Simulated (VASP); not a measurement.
# Ti12H3S12N in VASP: further runs, part 2 of 2

VASP 6.6.1. Earlier steps stand in the parts before.

### 3 Single point, PBEsol

The input, INCAR:

```
ALGO     = Normal         # electronic algorithm
EDIFF    = 1E-6           # SCF threshold, eV
ENCUT    = 520            # plane-wave cutoff, eV
GGA      = PS             # functional
ISIF     = 2              # what is computed and relaxed
ISMEAR   = -1             # smearing method
LASPH    = True           # aspherical terms in the spheres
LCHARG   = False          # write CHGCAR
LREAL    = Auto         
LWAVE    = False          # write WAVECAR
NBANDS   = 132            # bands
NELM     = 60             # most SCF steps
PREC     = Accurate       # precision mode
SIGMA    = 0.05           # smearing width, eV
```

The input, KPOINTS:

```
k-points
0
Gamma
  2 2 1
```

The input, POSCAR:

```
Ti12H3S12N
1.0
    6.5343420000      0.0000000000      0.0000000000
   -3.2671710000      5.6589060000      0.0000000000
    0.0000000000      0.0000000000     21.0426550000
Ti S N H
12 12 1 3
Direct
    0.3333398818      0.1666753256      0.0475225203
    0.3332786668      0.1666753256      0.1982401935
    0.3332949449      0.1677179299      0.3576830015
    0.3333329799      0.6666659598      0.0475225203
    0.3332517261      0.6665952748      0.1981546530
    0.3334532125      0.6670900701      0.3581677312
    0.8333443199      0.1666753256      0.0475225203
    0.8333772949      0.1667106681      0.1982354413
    0.8343477755      0.1679476563      0.3577162673
    0.8333374180      0.6666659598      0.0475225203
    0.8333262149      0.6666129460      0.1982211845
    0.8336985801      0.6676025366      0.3563476187
   -0.0000418106     -0.0000530138      0.1162876072
    0.0003922340      0.0006008228      0.2716387262
   -0.0006417047     -0.0019261674      0.4224704535
   -0.0000375094      0.4999906342      0.1162115712
   -0.0004737516      0.4997609079      0.2709116316
    0.0040686332      0.5000613193      0.4185260843
    0.5000020706     -0.0000353425      0.1162495892
    0.5001789532      0.0007775354      0.2712965641
    0.5012317863      0.0018731536      0.4221092823
    0.5000369793      0.5000083055      0.1162210757
    0.4999956330      0.4996195378      0.2709971722
    0.4970712218      0.5006267996      0.4192959491
    0.7508840857      0.4831499233      0.4984399545
    0.8230917935      0.6609581428      0.4891968243
    0.5948340744      0.4260717531      0.5221204263
    0.8630154551      0.4628279742      0.5284599306
```

Potentials or basis: VASP PAW PBE potentials, release 64 (Ti_sv, S, N, H).

Launch:

```bash
$ cat potpaw_PBE.64/Ti_sv/POTCAR potpaw_PBE.64/S/POTCAR potpaw_PBE.64/N/POTCAR potpaw_PBE.64/H/POTCAR > POTCAR
$ mpirun -np 1 vasp_std > vasp.out
```

OUTCAR:

```text
EDIFF = 1E-6
   ENCUT = 520
   GGA = PS
   ISIF = 2
   ISMEAR = -1
   LASPH = True
   LREAL = Auto
   NELM = 60
   PREC = Accurate

 ion  position               nearest neighbor table
   1  0.333  0.167  0.048-  22 2.38  19 2.38  13 2.38
   2  0.333  0.167  0.198-  23 2.43  20 2.43  14 2.44  13 2.56  22 2.56  19 2.56
   3  0.333  0.168  0.358-  24 2.29  21 2.33  15 2.33  14 2.61  23 2.62  20 2.62
   4  0.333  0.667  0.048-  16 2.38  22 2.38  19 2.38
   5  0.333  0.667  0.198-  17 2.43  23 2.43  20 2.44  19 2.56  16 2.56  22 2.56
   6  0.333  0.667  0.358-  18 2.26  24 2.27  21 2.32  20 2.63  23 2.63  17 2.63
   7  0.833  0.167  0.048-  16 2.38  19 2.38  13 2.38
   8  0.833  0.167  0.198-  17 2.43  20 2.43  14 2.44  13 2.56  19 2.56  16 2.56
   9  0.834  0.168  0.358-  18 2.27  21 2.32  15 2.33  14 2.62  17 2.62  20 2.62
  10  0.833  0.667  0.048-  16 2.38  22 2.38  13 2.38
  11  0.833  0.667  0.198-  17 2.43  23 2.43  14 2.44  13 2.56  22 2.56  16 2.56
  12  0.834  0.668  0.356-  18 2.32  24 2.32  15 2.33  14 2.59  23 2.61  17 2.61
  13  1.000  1.000  0.116-  10 2.38   7 2.38   1 2.38  11 2.56   2 2.56   8 2.56
  14  0.000  0.001  0.272-   2 2.44   8 2.44  11 2.44  12 2.59   3 2.61   9 2.62
  15  0.999  0.998  0.422-   3 2.33  12 2.33   9 2.33
[... 241 lines left out ...]
      4     -54.6268      2.00000
      5     -54.6137      2.00000
      6     -54.6130      2.00000
[... 497 lines left out ...]
    123       3.3528      0.00000
    124       3.3552      0.00000
 [bands above 124 left out]

------------------------ aborting loop because EDIFF is reached ----------------------------------------

  FORCE on cell =-STRESS in cart. coord.  units (eV):
  Direction    XX          YY          ZZ          XY          YZ          ZX
  --------------------------------------------------------------------------------------
  -------------------------------------------------------------------------------------
  Total       -4.9335900     -8.6621757      4.0279111      0.0867607     -1.1760544      0.4094878
  in kB      -10.1587147    -17.8362148      8.2938387      0.1786483     -2.4216039      0.8431730
  external PRESSURE =      -6.5670303 kB  Pullay stress =       0.0000000 kB

 VOLUME and BASIS-vectors are now :
 -----------------------------------------------------------------------------
  energy-cutoff  :      520.00
  volume of cell :      778.10
      direct lattice vectors                 reciprocal lattice vectors
     6.534342000  0.000000000  0.000000000     0.153037597  0.088356301  0.000000000
    -3.267171000  5.658906000  0.000000000     0.000000000  0.176712601  0.000000000
     0.000000000  0.000000000 21.042655000     0.000000000  0.000000000  0.047522520

 POSITION                                       TOTAL-FORCE (eV/Angst)
 -----------------------------------------------------------------------------------
      1.63360      0.94320      1.00000         0.000308     -0.006487     -0.045558
      1.63320      0.94320      4.17150        -0.006243     -0.014596     -0.314844
      1.62990      0.94910      7.52660         0.044399     -0.135993     -1.393093
      0.00000      3.77260      1.00000         0.001668      0.006410     -0.052328
     -0.00030      3.77220      4.16970        -0.007559      0.009194     -0.328420
     -0.00060      3.77500      7.53680         0.026391      0.525498     -1.574620
[... 20 lines left out ...]
      2.49480      2.41110     10.98680        -0.103635     -0.063226      0.230007
      4.12710      2.61910     11.12020         0.096847     -0.031780      0.230070
 -----------------------------------------------------------------------------------
    total drift:                               -0.009309      0.001911      0.010094

  FREE ENERGIE OF THE ION-ELECTRON SYSTEM (eV)
  ---------------------------------------------------
  free  energy   TOTEN  =      -197.8608016995 eV

  energy  without entropy=     -197.6355675188  energy(sigma->0) =     -197.74818461
```

OSZICAR:

```text
N       E                     dE             d eps       ncg     rms          rms(c)
DAV:   1     0.298875759390E+04    0.29888E+04   -0.10836E+05  1120   0.168E+03
DAV:   2     0.282975455320E+03   -0.27058E+04   -0.26236E+04  1124   0.519E+02
DAV:   3    -0.160761041292E+03   -0.44374E+03   -0.43529E+03  1588   0.188E+02
DAV:   4    -0.219195304788E+03   -0.58434E+02   -0.57884E+02  1632   0.601E+01
[... 29 lines left out ...]
DAV:  34    -0.197860793465E+03   -0.16221E-04   -0.15293E-06   776   0.556E-03    0.174E-03
DAV:  35    -0.197860799044E+03   -0.55789E-05   -0.56265E-07   688   0.217E-03    0.135E-03
DAV:  36    -0.197860800466E+03   -0.14217E-05   -0.17883E-07   600   0.160E-03    0.843E-04
DAV:  37    -0.197860801493E+03   -0.10274E-05   -0.14787E-07   640   0.890E-04    0.426E-04
DAV:  38    -0.197860801699E+03   -0.20614E-06   -0.50045E-08   576   0.735E-04
   1 F= -.19786080E+03 E0= -.19774818E+03  d E =-.225234E+00
```

stdout:

```text
POSCAR found type information on POSCAR TiS N H
 POSCAR found :  4 types and      28 ions
 scaLAPACK will be used
 -----------------------------------------------------------------------------
|                                                                             |
|                                                                             |
|     You enforced a specific xc type in the INCAR file but a different       |
|     I HOPE YOU KNOW WHAT YOU ARE DOING!                                     |
|                                                                             |
 -----------------------------------------------------------------------------

 LDA part: xc-table for (Slater+PW92), standard interpolation
 POSCAR, INCAR and KPOINTS ok, starting setup
 FFT: planning ... GRIDC
 FFT: planning ... GRID_SOFT
 FFT: planning ... GRID
 WAVECAR not read
 entering main loop
```

Wall time 37 min (1 thread of Intel Xeon 8259CL, shared host); peak memory 0.96 GiB.

What came out:

| Property | Result |
| --- | --- |
| Free energy | -197.8608 eV |
| Largest force | 2.654 eV/Å |
| Band gap on the k mesh | zero (bands 112 and 113 overlap by 0.19 eV) |

Forces in eV/Å, atoms in the order of the input:
```
Ti   0.000 -0.006 -0.046
Ti  -0.006 -0.015 -0.315
Ti   0.044 -0.136 -1.393
Ti   0.002  0.006 -0.052
Ti  -0.008  0.009 -0.328
Ti   0.026  0.525 -1.575
Ti   0.001 -0.008 -0.051
Ti  -0.001 -0.018 -0.316
Ti  -0.046 -0.166 -1.468
Ti   0.002 -0.002 -0.048
Ti  -0.004  0.031 -0.337
Ti  -0.065  0.269 -1.972
S   -0.002  0.004  0.591
S    0.010  0.002  0.274
S    0.024 -0.023  0.630
S    0.008 -0.004  0.590
S   -0.037  0.034  0.196
S    0.579 -0.324 -0.071
S    0.003 -0.008  0.597
S   -0.016  0.041  0.222
S    0.049  0.103  0.685
S   -0.009 -0.002  0.589
S    0.023  0.027  0.194
S   -0.715 -0.183 -0.164
N    0.119 -0.010  2.651
H    0.027 -0.051  0.459
H   -0.104 -0.063  0.230
H    0.097 -0.032  0.230
```

Levels at points of the mesh, in eV from the Fermi level:
| k point | band 110 | band 111 | band 112 | band 113 | band 114 | band 115 |
| --- | --- | --- | --- | --- | --- | --- |
| (0.00, 0.00, 0.00) | -0.10 | 0.03 | 0.22 | 0.22 | 0.32 | 0.32 |
| (0.50, 0.00, 0.00) | -0.25 | -0.11 | -0.10 | 0.04 | 0.06 | 0.06 |
| (0.00, 0.50, 0.00) | -0.22 | -0.11 | -0.11 | 0.03 | 0.06 | 0.07 |
| (0.50, 0.50, 0.00) | -0.25 | -0.11 | -0.10 | 0.04 | 0.06 | 0.06 |

Caveat: the k points lie up to 0.56 Å⁻¹ apart; there is no dipole correction, which matters where the two faces differ; the PAW data sets were made with another functional, which shifts forces and pressure a little.
